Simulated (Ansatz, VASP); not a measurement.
# MoS2: VASP beside Ansatz

```xyz
6
Lattice="3.1294 0.0000 0.0000 -1.5647 2.7101 0.0000 0.0000 0.0000 12.2950" Properties=species:S:1:pos:R:3 pbc="T T T"
Mo    0.0000    1.8068    3.0737
Mo    1.5647    0.9034    9.2212
S     0.0000    1.8068    7.7151
S     1.5647    0.9034    1.5676
S     0.0000    1.8068   10.7274
S     1.5647    0.9034    4.5799
```

Change from the starting cell: equal xx and yy strain of -1 %, crystal datasets.

Alike in both runs: task electric field gradients; functional PBE; k mesh 10 × 10 × 3; occupations fermi-dirac, width 0.03 eV; no spin polarisation.

|  | VASP | Ansatz |
| --- | --- | --- |
| version | VASP 6.6.1 | Ansatz 0.2.0 |
| potentials or method | VASP PAW PBE potentials, release 64 (Mo_sv, S), cutoff 520 eV | all-electron PAW with datasets made for the crystal, scalar-relativistic |

|  | VASP | Ansatz | Ansatz less VASP |
| --- | --- | --- | --- |
| pressure (GPa) | 12.3 | 12.5 | +0.20 |
| traceless stress, the component that is largest in VASP (GPa) | 3.50 | 3.55 | +0.050 |
| rms of the force components (eV/Å) | 0.682 | 0.692 | +0.0100 |
| size of Vzz on the site where it differs most (V/Å²) | 92.8 | 89.8 | -2.98 |

Atom by atom the forces differ by 0.010 eV/Å (rms over components). Ansatz ran all-electron here, and VASP with PAW potentials.
